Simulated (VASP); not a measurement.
# Zr (P6_3/mmc) in VASP: a series of runs, part 2 of 2

VASP 6.6.1.

## (3) Electric field gradients, LDA (equal xx and yy strain of +1 %)

File INCAR:

```
SYSTEM = Zr
PREC = Accurate ; ENCUT = 520
EDIFF = 1E-8 ; ISMEAR = -1
SIGMA = 0.03 ; LREAL = .False.
LASPH = .True. ; NELM = 80
ALGO = Normal ; ISIF = 2
LWAVE = .False. ; LCHARG = .False.
GGA = CA ; LEFG = .True.
NBANDS = 19
```

File KPOINTS:

```
regular mesh
0
Gamma
  13 13 7
  0 0 0
```

File POSCAR:

```
Zr
1.0
    3.2643182047      0.0000000000      0.0000000000
   -1.6321591023      2.8269824913      0.0000000000
    0.0000000000      0.0000000000      5.1470000000
Zr
2
Direct
    0.3333333333      0.6666666667      0.2500000000
    0.6666666667      0.3333333333      0.7500000000
```

Potentials or basis: VASP PAW LDA potentials, release 64 (Zr_sv).

Launch:

```
$ cat potpaw_LDA.64/Zr_sv/POTCAR > POTCAR
$ mpirun -np 1 vasp_std > vasp.out
```

OUTCAR:

```text
SYSTEM = Zr
   PREC = Accurate
   ENCUT = 520
   EDIFF = 1E-8
   ISMEAR = -1
   LREAL = .False.
   LASPH = .True.
   NELM = 80
   ISIF = 2
   GGA = CA

 ion  position               nearest neighbor table
   1  0.333  0.667  0.250-   2 3.19   2 3.19   2 3.19   2 3.19   2 3.19   2 3.19
   2  0.667  0.333  0.750-   1 3.19   1 3.19   1 3.19   1 3.19   1 3.19   1 3.19

  LATTYP: Found a hexagonal cell.
 ALAT       =     3.2643182047
 C/A-ratio  =     1.5767457941

  Lattice vectors:

 A1 = (   3.2643182047,   0.0000000000,   0.0000000000)
 A2 = (  -1.6321591023,   2.8269824913,   0.0000000000)
 A3 = (   0.0000000000,   0.0000000000,   5.1470000000)

Analysis of symmetry for initial positions (statically):
=====================================================================
 Subroutine PRICEL returns:
 Original cell was already a primitive cell.

 Routine SETGRP: Setting up the symmetry group for a
 hexagonal supercell.

 Subroutine GETGRP returns: Found 24 space group operations
 (whereof 12 operations were pure point group operations)
 out of a pool of 24 trial point group operations.

The static configuration has the point symmetry D_3d.
 The point group associated with its full space group is D_6h.

Analysis of symmetry for dynamics (positions and initial velocities):
=====================================================================
 Subroutine PRICEL returns:
 Original cell was already a primitive cell.

 Routine SETGRP: Setting up the symmetry group for a
 hexagonal supercell.

 Subroutine GETGRP returns: Found 24 space group operations
 (whereof 12 operations were pure point group operations)
 out of a pool of 24 trial point group operations.

The dynamic configuration has the point symmetry D_3d.
 The point group associated with its full space group is D_6h.

 Subroutine INISYM returns: Found 24 space group operations
 (whereof 12 operations are pure point group operations),
 and found     1 'primitive' translations

----------------------------------------------------------------------------------------

                                     Primitive cell

  volume of cell :      47.4974

  direct lattice vectors                    reciprocal lattice vectors
     3.264318205  0.000000000  0.000000000     0.306342684  0.176867031  0.000000000
    -1.632159102  2.826982491  0.000000000     0.000000000  0.353734062  0.000000000
     0.000000000  0.000000000  5.147000000     0.000000000  0.000000000  0.194287935

  length of vectors
     3.264318205  3.264318205  5.147000000     0.353734062  0.353734062  0.194287935

  position of ions in fractional coordinates (direct lattice)
     0.333333333  0.666666667  0.250000000
     0.666666667  0.333333333  0.750000000

  ion indices of the primitive-cell ions
   primitive index   ion index
                 1           1
                 2           2

[... 69 lines left out ...]
   ENCUT  =  520.0 eV  38.22 Ry    6.18 a.u.   6.07  6.07  9.57*2*pi/ulx,y,z
   NELM   =     80;   NELMIN=  2; NELMDL= -5     # of ELM steps
   EDIFF  = 0.1E-07   stopping-criterion for ELM
   LREAL  =      F    real-space projection
   EDIFFG = 0.1E-06   stopping-criterion for IOM
   NSW    =      0    number of steps for IOM
   IBRION =     -1    ionic relax: 0-MD 1-quasi-New 2-CG
   NFREE  =      0    steps in history (QN), initial steepest desc. (CG)
   ISIF   =      2    stress and relaxation
   ISYM   =      2    0-nonsym 1-usesym 2-fastsym
   POTIM  = 0.5000    time-step for ionic-motion
   TEBEG  =    0.0;   TEEND  =   0.0 temperature during run
   PSTRESS=    0.0 pullay stress
   NELECT =      24.0000    total number of electrons
   NUPDOWN=      -1.0000    fix difference up-down
   EMIN   =  10.00;   EMAX   =-10.00  energy-range for DOS
   EFERMI =   0.00;   METHOD = LEGACY
   ISMEAR =    -1;   SIGMA  =   0.03  broadening in eV -4-tet -1-fermi 0-gaus
   EFERMI_NEDOS =   21; number of points for ismear=-14 and -15
   IALGO  =     38    algorithm
   IMIX   =      4    mixing-type and parameters
     AMIX     =   0.40;   BMIX     =  1.00
     AMIX_MAG =   1.60;   BMIX_MAG =  1.00
  volume/ion in A,a.u.               =      23.75       160.26
  Fermi-wavevector in a.u.,A,eV,Ry     =   1.303933  2.464076 23.133191  1.700242
  Thomas-Fermi vector in A             =   2.434902
   LORBIT       =      0    0 simple, 1 ext, 2 COOP (PROOUT), +10 PAW based schemes
   GGA     = CA    functional components
   LHFCALC =     F    Hartree Fock is set to
   AEXX    =    0.0000 exact exchange contribution
   IVDW    =     0    specifies the selected vdW correction
   LEPSILON=     F    determine dielectric tensor
   LRPA    =     F    only Hartree local field effects (RPA)
 non-spin polarized calculation
  energy-cutoff  :      520.00
  volume of cell :       47.50
 maximum number of plane-waves:      1296
   NGX = 13   NGY = 13   NGZ = 19

 number of electron      24.0000000 magnetization

 Free energy of the ion-electron system (eV)
  ---------------------------------------------------
  ext. energy  EPLUGINS =         0.00000000
  ---------------------------------------------------
  free energy    TOTEN  =       -18.48578006 eV

  energy without entropy =      -18.47789416  energy(sigma->0) =      -18.48183711

 E-fermi :   8.5985     XC(G=0): -11.2047

 val. band max:        8.5877480591   @ k =   0.3077   0.3077   0.2857
 cond. band min:       8.5987532102   @ k =   0.0769   0.0769   0.1429
 fundamental gap:      0.0110051511
 Fermi energy:         8.5984533040

 k-point     1 :       0.0000    0.0000    0.0000
  band No.  band energies     occupation
      1     -40.0294      2.00000
      2     -39.8777      2.00000
      3     -18.6838      2.00000
      4     -17.8506      2.00000
      5     -17.8506      2.00000
      6     -17.7072      2.00000
[... 505 lines left out ...]
      6     -17.8880      2.00000
[... 11 lines left out ...]
     18      10.8031      0.00000
     19      13.1897      0.00000

 [... further k-points ...]
[... 5 lines left out ...]
  --------------------------------------------------------------------------------------
  -------------------------------------------------------------------------------------
  Total       -2.3907903     -2.3907903     -1.9737140     -0.0000000      0.0000000      0.0000000
  in kB      -80.6458990    -80.6458990    -66.5771251     -0.0000000      0.0000000      0.0000000
  external PRESSURE =     -75.9563077 kB  Pullay stress =       0.0000000 kB

 VOLUME and BASIS-vectors are now :
 -----------------------------------------------------------------------------
  energy-cutoff  :      520.00
  volume of cell :       47.50
      direct lattice vectors                 reciprocal lattice vectors
     3.264318205  0.000000000  0.000000000     0.306342684  0.176867031  0.000000000
    -1.632159102  2.826982491  0.000000000     0.000000000  0.353734062  0.000000000
     0.000000000  0.000000000  5.147000000     0.000000000  0.000000000  0.194287935

 POSITION                                       TOTAL-FORCE (eV/Angst)
 -----------------------------------------------------------------------------------
     -0.00000      1.88465      1.28675         0.000000     -0.000000      0.000000
      1.63216      0.94233      3.86025        -0.000000      0.000000      0.000000
 -----------------------------------------------------------------------------------
    total drift:                               -0.000000      0.000000     -0.000000

  FREE ENERGIE OF THE ION-ELECTRON SYSTEM (eV)
  ---------------------------------------------------
  free  energy   TOTEN  =       -18.4857800609 eV

  energy  without entropy=      -18.4778941607  energy(sigma->0) =      -18.48183711

 Electric field gradients (V/A^2)
---------------------------------------------------------------------
 ion       V_xx      V_yy      V_zz      V_xy      V_xz      V_yz
---------------------------------------------------------------------
   1     -22.012   -22.012    44.024     0.000     0.000    -0.000
   2     -22.012   -22.012    44.024     0.000    -0.000     0.000
---------------------------------------------------------------------

 Electric field gradients after diagonalization (V/A^2)
 (convention: |V_zz| > |V_xx| > |V_yy|)
----------------------------------------------------------------------
 ion       V_xx      V_yy      V_zz     asymmetry (V_yy - V_xx)/ V_zz
----------------------------------------------------------------------
   1     -22.012   -22.012    44.024       0.000
   2     -22.012   -22.012    44.024       0.000
----------------------------------------------------------------------

           NMR quadrupolar parameters

 Cq : quadrupolar parameter    Cq=e*Q*V_zz/h
 eta: asymmetry parameters     (V_yy - V_xx)/ V_zz
 Q  : nuclear electric quadrupole moment in mb (millibarn)
----------------------------------------------------------------------
 ion       Cq(MHz)       eta       Q (mb)
----------------------------------------------------------------------
   1       0.106       0.000       1.000
   2       0.106       0.000       1.000
----------------------------------------------------------------------
```

stdout:

```text
POSCAR found type information on POSCAR Zr
 POSCAR found :  1 types and       2 ions
 scaLAPACK will be used
 LDA part: xc-table for (Slater(with rela. corr.)+CA(PZ))
 , standard interpolation
 POSCAR, INCAR and KPOINTS ok, starting setup
 FFT: planning ... GRIDC
 FFT: planning ... GRID_SOFT
 FFT: planning ... GRID
 WAVECAR not read
 entering main loop
ion   1

ion   2
```

It took 67 s on 1 thread of Intel Xeon 8259CL, shared host; peak memory 0.18 GiB.

What came out:

```yaml
Free_energy: -18.4858 eV
Pressure: -7.6 GPa
Band_gap_on_the_k_mesh: zero (bands 12 and 13 overlap by 1.13 eV)
Largest_electric_field_gradient_by_atom: Zr +44.0 V/Å²
```

Levels at points of the mesh, in eV from the Fermi level:
| k point | band 8 | band 9 | band 10 | band 11 | band 12 | band 13 | band 14 | band 15 | band 16 | band 17 |
| --- | --- | --- | --- | --- | --- | --- | --- | --- | --- | --- |
| (0.00, 0.00, 0.00) | -26.30 | -5.62 | -3.00 | 0.78 | 0.78 | 1.03 | 1.24 | 1.48 | 1.48 | 1.95 |

Electric field gradients, principal values (V/Å²):
| atom | least | middle | greatest (by size) |
| --- | --- | --- | --- |
| 1 Zr | -22.012 | -22.012 | 44.024 |
| 2 Zr | -22.012 | -22.012 | 44.024 |

Caveat: the cell differs from its parent crystal (equal xx and yy strain of +1 %); the cell stands under tension; without QUAD_EFG the Cq values of the log hold for a quadrupole moment of 1 mb, not for the nuclei.
